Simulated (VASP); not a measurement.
Wanted: the native input for a VASP 6.6.1 run.

| Item | Value |
| --- | --- |
| Task | single point |
| Functional | LDA |
| Potentials or basis | VASP PAW LDA potentials, release 64 (Li_sv, F) |
| Cutoff | 520 eV |
| k mesh | 9 × 9 × 6 |
| Occupations | gaussian, width 0.05 eV |
| Spin | no spin polarisation |
| Dipole correction | no |
| Further INCAR settings | ALGO = Normal; EDIFF = 1e-06; NBANDS = 18 |

The structure of LiF lies in POSCAR:

```
LiF
1.0
    3.0013074082      0.0000000000      0.0000000000
   -1.5006537041      2.5992084601      0.0000000000
    0.0000000000      0.0000000000      4.2927699860
Li F
2 2
Direct
    0.3333333333      0.6666666667      0.3839784076
    0.6666666667      0.3333333333      0.8839784076
    0.3333333333      0.6666666667      0.9910195924
    0.6666666667      0.3333333333      0.4910195924
```

The input as run:

INCAR

```
  ALGO = Normal
  EDIFF = 1E-6
  ENCUT = 520
  ISIF = 2
  ISMEAR = 0
  LASPH = T
  LCHARG = F
  LREAL = F
  LWAVE = F
  NBANDS = 18
  NELM = 100
  PREC = Accurate
  SIGMA = 0.05
```

KPOINTS

```
k-points
0
Gamma
  9 9 6
```

Potentials or basis: VASP PAW LDA potentials, release 64 (Li_sv, F).

Launch:

```console
$ cat potpaw_LDA.64/Li_sv/POTCAR potpaw_LDA.64/F/POTCAR > POTCAR
$ mpirun -np 1 vasp_std > vasp.out
```

Results of the run:

```
Largest force          : 0.652 eV/Å
Band gap on the k mesh : 8.31 eV
```

Wall time 14 s on 1 thread of Intel(R) Xeon(R) Platinum 8259CL CPU @ 2.50GHz (Skylake/Cascade Lake), with other jobs on the host, peak memory 0.14 GiB.
